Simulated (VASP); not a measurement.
# As (P6/mmm) in VASP: a series of runs, part 3 of 3

VASP 6.6.1. Earlier steps stand in the parts before.

### 4 Relaxation of cell and atoms, PBE

Input file INCAR:

```
SYSTEM = As
PREC     = Accurate       ! precision mode
ENCUT    = 600            ! plane-wave cutoff, eV
EDIFF    = 1E-6           ! SCF threshold, eV
ISMEAR   = 0              ! smearing method
SIGMA    = 0.1            ! smearing width, eV
LREAL    = .False.        ! projectors in reciprocal space
LASPH    = .True.         ! aspherical terms in the spheres
NELM     = 80             ! most SCF steps
ALGO     = Normal         ! electronic algorithm
ISIF     = 3              ! what is computed and relaxed
LWAVE    = .False.        ! write WAVECAR
LCHARG   = .False.        ! write CHGCAR
GGA      = PE             ! functional
IBRION   = 2              ! ionic algorithm
NSW      = 90             ! ionic steps
EDIFFG   = -0.04          ! ionic threshold
```

Input file KPOINTS:

```
regular mesh
0
Gamma
  6 6 4
  0 0 0
```

Input file POSCAR:

```
As
1.0
    4.3418627400      0.0000000000      0.0000000000
   -2.1709313700      3.7601634300      0.0000000000
    0.0000000000      0.0000000000      4.9238934700
As
4
Direct
    0.3333333300      0.6666666700      0.2267525800
    0.3333333300      0.6666666700      0.7732474200
    0.6666666700      0.3333333300      0.7732474200
    0.6666666700      0.3333333300      0.2267525800
```

Potentials or basis: VASP PAW PBE potentials, release 64 (As).

Command:

```bash
$ cat potpaw_PBE.64/As/POTCAR > POTCAR
$ mpirun -np 1 vasp_std > vasp.out
```

OUTCAR:

```text
SYSTEM = As
   PREC = Accurate
   ENCUT = 600
   EDIFF = 1E-6
   ISMEAR = 0
   LREAL = .False.
   LASPH = .True.
   NELM = 80
   ISIF = 3
   GGA = PE
   IBRION = 2
   NSW = 90
   EDIFFG = -0.04

 ion  position               nearest neighbor table
   1  0.333  0.667  0.227-   2 2.23   4 2.51   4 2.51   4 2.51   2 2.69
   2  0.333  0.667  0.773-   1 2.23   3 2.51   3 2.51   3 2.51   1 2.69
   3  0.667  0.333  0.773-   4 2.23   2 2.51   2 2.51   2 2.51   4 2.69
   4  0.667  0.333  0.227-   3 2.23   1 2.51   1 2.51   1 2.51   3 2.69

  LATTYP: Found a hexagonal cell.
 ALAT       =     4.3418627400
 C/A-ratio  =     1.1340509281

  Lattice vectors:

 A1 = (   4.3418627400,   0.0000000000,   0.0000000000)
 A2 = (  -2.1709313700,   3.7601634300,   0.0000000000)
 A3 = (   0.0000000000,   0.0000000000,   4.9238934700)

Analysis of symmetry for initial positions (statically):
=====================================================================
 Subroutine PRICEL returns:
 Original cell was already a primitive cell.

 Routine SETGRP: Setting up the symmetry group for a
 hexagonal supercell.

 Subroutine GETGRP returns: Found 24 space group operations
 (whereof 24 operations were pure point group operations)
 out of a pool of 24 trial point group operations.

The static configuration has the point symmetry D_6h.

Analysis of symmetry for dynamics (positions and initial velocities):
=====================================================================
 Subroutine PRICEL returns:
 Original cell was already a primitive cell.

 Routine SETGRP: Setting up the symmetry group for a
 hexagonal supercell.

 Subroutine GETGRP returns: Found 24 space group operations
 (whereof 24 operations were pure point group operations)
 out of a pool of 24 trial point group operations.

The dynamic configuration has the point symmetry D_6h.

 Subroutine INISYM returns: Found 24 space group operations
 (whereof 24 operations are pure point group operations),
 and found     1 'primitive' translations

----------------------------------------------------------------------------------------

[... 121 lines left out ...]
   LEPSILON=     F    determine dielectric tensor
   LRPA    =     F    only Hartree local field effects (RPA)
 conjugate gradient relaxation of ions
 non-spin polarized calculation
 Gauss-broadening in eV      SIGMA  =   0.10
  energy-cutoff  :      600.00
  volume of cell :       80.39
 maximum number of plane-waves:      2720
 NGX is ok and might be reduce to    36

--------------------------------------- Ionic step        1  -------------------------------------------

 number of electron      19.9999997 magnetization

 Free energy of the ion-electron system (eV)
  ---------------------------------------------------
  ext. energy  EPLUGINS =         0.00000000
  ---------------------------------------------------
  free energy    TOTEN  =       -15.79455234 eV

  energy without entropy =      -15.77932372  energy(sigma->0) =      -15.78693803

 E-fermi :   6.2385     XC(G=0): -10.0361

 val. band max:        6.2166451610   @ k =   0.3333   0.1667   0.0000
 cond. band min:       6.2613963483   @ k =   0.1667   0.0000   0.2500
 fundamental gap:      0.0447511873
 Fermi energy:         6.2384520381

 k-point     1 :       0.0000    0.0000    0.0000
  band No.  band energies     occupation
      1     -10.4676      2.00000
      2      -5.3448      2.00000
      3      -3.8919      2.00000
      4      -1.8919      2.00000
      5       0.3279      2.00000
      6       0.3279      2.00000
      7       2.3426      2.00000
      8       3.2251      2.00000
      9       4.1828      2.00000
     10       4.1828      2.00000
     11       5.1362      2.00000
     12       5.1362      2.00000
     13       9.3802      0.00000
     14       9.3802      0.00000
[... 445 lines left out ...]
  FREE ENERGIE OF THE ION-ELECTRON SYSTEM (eV)
  ---------------------------------------------------
  free  energy   TOTEN  =       -17.8873826206 eV

  energy  without entropy=      -17.8794337860  energy(sigma->0) =      -17.88340820

[... ionic steps 4 to 8 ...]

--------------------------------------- Ionic step        9  -------------------------------------------

 number of electron      19.9999994 magnetization

------------------------ aborting loop because EDIFF is reached ----------------------------------------
[... 71 lines left out ...]
--------------------------------------- Ionic step       11  -------------------------------------------

 number of electron      19.9999994 magnetization

 Free energy of the ion-electron system (eV)
  ---------------------------------------------------
  ext. energy  EPLUGINS =         0.00000000
  ---------------------------------------------------
  free energy    TOTEN  =       -17.90285570 eV

  energy without entropy =      -17.89898521  energy(sigma->0) =      -17.90092046

 E-fermi :   3.9352     XC(G=0):  -9.0463

 val. band max:        3.8802037943   @ k =   0.0000   0.0000   0.0000
 cond. band min:       4.1090778672   @ k =   0.1667   0.0000   0.2500
 fundamental gap:      0.2288740729
 Fermi energy:         3.9351881756

 k-point     1 :       0.0000    0.0000    0.0000
  band No.  band energies     occupation
      1     -10.3519      2.00000
      2      -7.5959      2.00000
      3      -4.9257      2.00000
      4      -2.3603      2.00000
      5      -1.8394      2.00000
      6      -0.3899      2.00000
      7      -0.3899      2.00000
      8       1.7794      2.00000
      9       1.7794      2.00000
     10       2.0106      2.00000
     11       3.8802      1.56320
     12       3.8802      1.56319
     13       6.3788      0.00000
     14       6.3788      0.00000
[... 369 lines left out ...]
  FREE ENERGIE OF THE ION-ELECTRON SYSTEM (eV)
  ---------------------------------------------------
  free  energy   TOTEN  =       -17.9028557028 eV

  energy  without entropy=      -17.8989852073  energy(sigma->0) =      -17.90092046

 reached required accuracy - stopping structural energy minimisation
```

It took 2.2 min on 1 thread of Intel Xeon 6975P-C, shared host; peak memory 0.23 GiB.

Results:

```yaml
Free_energy: -17.9029 eV
Relaxed_volume: 25.39 Å³/atom
Relaxed_cell: a = 4.591 Å, b = 4.591 Å, c = 5.565 Å, α = 90.00°, β = 90.00°, γ = 120.00°
Space_group_after_relaxing_to_0.05_Å: P6/mmm (No. 191)
Energy_gained_by_relaxing: 527.1 meV/atom
Ionic_steps: 11
Pressure_after_relaxing: 0.0 GPa
Largest_force_after_relaxing: 0.005 eV/Å
Band_gap_on_the_k_mesh: zero (band 10 reaches 4.27 eV, above the bottom of band 11 at 3.86 eV)
```

Forces on the atoms (eV/Å):
```
As   0.000  0.000  0.005
As   0.000  0.000 -0.005
As   0.000  0.000 -0.005
As   0.000  0.000  0.005
```

The path:
```
step  energy change (eV)  largest force (eV/Å)  pressure (GPa)  volume (Å³)
   1              0.0000                3.3026           24.71        80.39
   2             -1.5884                0.2143           -6.31       121.32
   3             -2.0928                0.0500           -0.18       102.22
   4             -2.0948                0.0849            0.16       101.62
   5             -2.0951                0.1127            0.42       101.17
   6             -2.1044                0.1127           -0.30       102.13
   7             -2.1053                0.1202           -0.17       101.92
   8             -2.1074                0.0637           -0.05       101.69
   9             -2.1080                0.0142            0.06       101.50
  10             -2.1082                0.0010           -0.01       101.62
  11             -2.1083                0.0051            0.02       101.57
```

Final structure:
```yaml
crystal:
  lattice:
    - [4.59070, 0.00000, 0.00000]
    - [-2.29535, 3.97566, 0.00000]
    - [0.00000, 0.00000, 5.56506]
  atoms:
    - { symbol: As, position: [0.33333, 0.66667, 0.24991] }
    - { symbol: As, position: [0.33333, 0.66667, 0.75009] }
    - { symbol: As, position: [0.66667, 0.33333, 0.75009] }
    - { symbol: As, position: [0.66667, 0.33333, 0.24991] }
```

Caveat: the volume moved by over 15 % at a fixed basis, so the end points are rough.

### 5 Single point, PBE

This run uses another cell than the first one: it holds 2 atoms, not 4.

Input file INCAR:

```
SYSTEM = As
PREC = Accurate
ENCUT = 520
EDIFF = 1E-6
ISMEAR = 0
SIGMA = 0.1
LREAL = .FALSE.
LASPH = .TRUE.
NELM = 80
ALGO = Normal
ISIF = 2
LWAVE = .FALSE.
LCHARG = .FALSE.
GGA = PE
NBANDS = 12
```

Input file KPOINTS:

```
Automatic mesh
0
G
  12 12 20
  0 0 0
```

Input file POSCAR:

```
As
1.0
    4.5671727636      0.0000000000      0.0000000000
   -2.2835863818      3.9552876368      0.0000000000
    0.0000000000      0.0000000000      2.8293619600
As
2
Direct
    0.3333333333      0.6666666667      0.5000000000
    0.6666666667      0.3333333333      0.5000000000
```

Command:

```bash
$ cat potpaw_PBE.64/As/POTCAR > POTCAR
$ mpirun -np 1 vasp_std > vasp.out
```

Wall time 62 s (1 thread of Intel Xeon 6975P-C, shared host); peak memory 0.26 GiB.

Results (log left out):

```yaml
Free_energy: -8.9060 eV
Pressure: 0.1 GPa
Band_gap_on_the_k_mesh: zero (band 5 reaches 6.18 eV, above the bottom of band 6 at 2.12 eV)
```

Levels at points of the mesh, in eV from the Fermi level:
```
           k point  band 2  band 3  band 4  band 5  band 6  band 7  band 8  band 9
(0.00, 0.00, 0.00)   -8.67   -4.29   -4.29    0.01    0.01    3.22    4.58    7.10
(0.50, 0.00, 0.00)  -11.53   -5.17   -3.21    2.24    3.47    4.24    5.42    5.55
(0.00, 0.00, 0.50)   -6.21   -5.84   -2.31   -2.31   -1.68    2.33    2.33    5.67
(0.50, 0.00, 0.50)   -8.97   -5.04   -3.74   -3.10   -0.66    4.40    4.50    4.69
```

### 6 Relaxation of cell and atoms, PBE

This run uses another cell than the first one: it holds 2 atoms, not 4.

Input file INCAR:

```
PREC     = Accurate       # precision mode
ENCUT    = 600            # plane-wave cutoff, eV
EDIFF    = 1E-6           # SCF threshold, eV
ISMEAR   = 0              # smearing method
SIGMA    = 0.1            # smearing width, eV
LREAL    = F              # projectors in reciprocal space
LASPH    = T              # aspherical terms in the spheres
NELM     = 80             # most SCF steps
ALGO     = Normal         # electronic algorithm
ISIF     = 3              # what is computed and relaxed
LWAVE    = F              # write WAVECAR
LCHARG   = F              # write CHGCAR
GGA      = PE             # functional
IBRION   = 2              # ionic algorithm
NSW      = 100            # ionic steps
EDIFFG   = -0.01          # ionic threshold
```

Input file KPOINTS:

```
Automatic mesh
0
Gamma
  12 12 20
```

Input file POSCAR:

```
As
1.0
    4.5888870068      0.0000000000      0.0000000000
   -2.2944435034      3.9740927230      0.0000000000
    0.0000000000      0.0000000000      2.7806875801
As
2
Direct
    0.3333333333      0.6666666667      0.5000000000
    0.6666666667      0.3333333333      0.5000000000
```

Potentials or basis: VASP PAW PBE potentials, release 64 (As).

Command:

```bash
$ cat potpaw_PBE.64/As/POTCAR > POTCAR
$ mpirun -np 1 vasp_std > vasp.out
```

OUTCAR:

```text
PREC = Accurate
   ENCUT = 600
   EDIFF = 1E-6
   ISMEAR = 0
   LREAL = F
   LASPH = T
   NELM = 80
   ISIF = 3
   GGA = PE
   IBRION = 2
   NSW = 100
   EDIFFG = -0.01

 ion  position               nearest neighbor table
   1  0.333  0.667  0.500-   2 2.65   2 2.65   2 2.65
   2  0.667  0.333  0.500-   1 2.65   1 2.65   1 2.65

  LATTYP: Found a hexagonal cell.
 ALAT       =     4.5888870068
 C/A-ratio  =     0.6059612224

  Lattice vectors:

 A1 = (   4.5888870068,   0.0000000000,   0.0000000000)
 A2 = (  -2.2944435034,   3.9740927230,   0.0000000000)
 A3 = (   0.0000000000,   0.0000000000,   2.7806875801)

Analysis of symmetry for initial positions (statically):
=====================================================================
 Subroutine PRICEL returns:
 Original cell was already a primitive cell.

 Routine SETGRP: Setting up the symmetry group for a
 hexagonal supercell.

 Subroutine GETGRP returns: Found 24 space group operations
 (whereof 24 operations were pure point group operations)
 out of a pool of 24 trial point group operations.

The static configuration has the point symmetry D_6h.

Analysis of symmetry for dynamics (positions and initial velocities):
=====================================================================
 Subroutine PRICEL returns:
 Original cell was already a primitive cell.

 Routine SETGRP: Setting up the symmetry group for a
 hexagonal supercell.

 Subroutine GETGRP returns: Found 24 space group operations
 (whereof 24 operations were pure point group operations)
 out of a pool of 24 trial point group operations.

The dynamic configuration has the point symmetry D_6h.

 Subroutine INISYM returns: Found 24 space group operations
 (whereof 24 operations are pure point group operations),
 and found     1 'primitive' translations

[... 127 lines left out ...]
 Gauss-broadening in eV      SIGMA  =   0.10
  energy-cutoff  :      600.00
  volume of cell :       50.71
 maximum number of plane-waves:      1710
 NGX is ok and might be reduce to    40

--------------------------------------- Ionic step        1  -------------------------------------------

 number of electron      10.0000000 magnetization

 Free energy of the ion-electron system (eV)
  ---------------------------------------------------
  ext. energy  EPLUGINS =         0.00000000
  ---------------------------------------------------
  free energy    TOTEN  =        -8.90062947 eV

  energy without entropy =       -8.89525632  energy(sigma->0) =       -8.89794290

------------------------ aborting loop because EDIFF is reached ----------------------------------------

  FORCE on cell =-STRESS in cart. coord.  units (eV):
  Direction    XX          YY          ZZ          XY          YZ          ZX
  --------------------------------------------------------------------------------------
  -------------------------------------------------------------------------------------
  Total       -0.1617885     -0.1617885      0.5857118      0.0000000      0.0000000      0.0000000
  in kB       -5.1116458     -5.1116458     18.5053374      0.0000000      0.0000000      0.0000000
  external PRESSURE =       2.7606820 kB  Pullay stress =       0.0000000 kB
[... 167 lines left out ...]
--------------------------------------- Ionic step        6  -------------------------------------------

 number of electron      10.0000000 magnetization

 Free energy of the ion-electron system (eV)
  ---------------------------------------------------
  ext. energy  EPLUGINS =         0.00000000
  ---------------------------------------------------
  free energy    TOTEN  =        -8.90610332 eV

  energy without entropy =       -8.90022745  energy(sigma->0) =       -8.90316539

 E-fermi :   3.8929     XC(G=0):  -9.0059

 val. band max:        3.8853066956   @ k =   0.1667  -0.0000   0.0000
 cond. band min:       3.8960014595   @ k =   0.1667   0.1667   0.0000
 fundamental gap:      0.0106947639
 Fermi energy:         3.8929020645

 k-point     1 :       0.0000    0.0000    0.0000
  band No.  band energies     occupation
      1     -10.3424      2.00000
      2      -4.7748      2.00000
      3      -0.3877      2.00000
      4      -0.3877      2.00000
      5       3.9061      0.85179
      6       3.9061      0.85179
      7       7.0941      0.00000
      8       8.4753      0.00000
      9      10.9585      0.00000
[... 265 lines left out ...]
 k-point    24 :       0.3333    0.0000    0.0500
  band No.  band energies     occupation
      1      -9.5574      2.00000
      2      -6.7863      2.00000
      3      -1.0469      2.00000
      4       0.7162      2.00000
      5       4.8864      0.00000
      6       6.2479      0.00000
      7       7.2133      0.00000
      8       9.4138      0.00000
      9      10.8908      0.00000

 [... further k-points ...]

------------------------ aborting loop because EDIFF is reached ----------------------------------------

  FORCE on cell =-STRESS in cart. coord.  units (eV):
  Direction    XX          YY          ZZ          XY          YZ          ZX
  --------------------------------------------------------------------------------------
  -------------------------------------------------------------------------------------
  Total       -0.0143016     -0.0143016     -0.0160133     -0.0000000      0.0000000     -0.0000000
  in kB       -0.4469108     -0.4469108     -0.5003971     -0.0000000      0.0000000     -0.0000000
  external PRESSURE =      -0.4647396 kB  Pullay stress =       0.0000000 kB
[... 17 lines left out ...]
  FREE ENERGIE OF THE ION-ELECTRON SYSTEM (eV)
  ---------------------------------------------------
  free  energy   TOTEN  =        -8.9061033234 eV

  energy  without entropy=       -8.9002274511  energy(sigma->0) =       -8.90316539

 reached required accuracy - stopping structural energy minimisation
```

CONTCAR:

```text
As
   1.00000000000000
     4.5716800109534441   -0.0000000000000000   -0.0000000000000000
    -2.2858400054767221    3.9591910274739011    0.0000000000000000
     0.0000000000000000   -0.0000000000000000    2.8326508116181297
  As
     2
Direct
     0.3333333332999970    0.6666666667000030    0.5000000000000000
     0.6666666667000030    0.3333333332999970    0.5000000000000000

  0.00000000E+00  0.00000000E+00  0.00000000E+00
  0.00000000E+00  0.00000000E+00  0.00000000E+00
```

It took 3.4 min on 1 thread of Intel Xeon 6975P-C, shared host; peak memory 0.27 GiB.

What came out:

| Item | Value |
| --- | --- |
| Free energy | -8.9061 eV |
| Relaxed volume | 25.64 Å³/atom |
| Relaxed cell | a = 4.572 Å, b = 4.572 Å, c = 2.833 Å, α = 90.00°, β = 90.00°, γ = 120.00° |
| Space group after relaxing (to 0.05 Å) | P6/mmm (No. 191) |
| Energy gained by relaxing | 2.7 meV/atom |
| Ionic steps | 6 |
| Pressure after relaxing | 0.0 GPa |
| Band gap on the k mesh | zero (band 5 reaches 6.14 eV, above the bottom of band 6 at 2.10 eV) |

Step by step:
```
step  energy change (eV)  largest force (eV/Å)  pressure (GPa)  volume (Å³)
   1              0.0000                0.0000            0.28        50.71
   2             -0.0052                0.0000            0.15        51.03
   3             -0.0054                0.0000            0.12        51.13
   4             -0.0054                0.0000            0.13        51.10
   5             -0.0054                0.0000            0.13        51.11
   6             -0.0055                0.0000           -0.05        51.27
```

Final structure:
```
As
1.0
     4.57168    0.00000    0.00000
    -2.28584    3.95919    0.00000
     0.00000    0.00000    2.83265
As
2
Direct
  0.33333 0.66667 0.50000
  0.66667 0.33333 0.50000
```

### 7 Overview

```tsv
task	cell	k mesh	cutoff (eV)	gap on the mesh (eV)	pressure (GPa)	relaxed volume (Å³/atom)	largest force (eV/Å)
single point	a = 4.342, b = 4.342, c = 4.924 Å, angles 90.0, 90.0, 120.0°, 4 atoms	6 × 6 × 4	520	none	24.7	-	3.30
single point	a = 4.589, b = 4.589, c = 5.561 Å, angles 90.0, 90.0, 120.0°, 4 atoms	6 × 6 × 4	520	none	0.1	-	-
relaxation of cell and atoms	relaxed from a = 4.342, b = 4.342, c = 4.924 Å, angles 90.0, 90.0, 120.0°, 4 atoms	6 × 6 × 4	600	none	0.0	25.39	0.01
single point	a = 4.567, b = 4.567, c = 2.829 Å, angles 90.0, 90.0, 120.0°, 2 atoms	12 × 12 × 20	520	none	0.1	-	-
relaxation of cell and atoms	relaxed from a = 4.589, b = 4.589, c = 2.781 Å, angles 90.0, 90.0, 120.0°, 2 atoms	12 × 12 × 20	600	none	0.0	25.64	-
```

Alike in all rows: level PBE; potentials or basis VASP PAW PBE potentials, release 64 (As); no spin polarisation; smearing gaussian 0.1 eV.

Caveats: forces of over 1 eV/Å act on the atoms, so gaps and moduli don't describe the material at rest (some runs); the volume moved by over 15 % at a fixed basis, so the end points are rough (some runs).

Absolute energies hang on the potentials; compare differences alone.
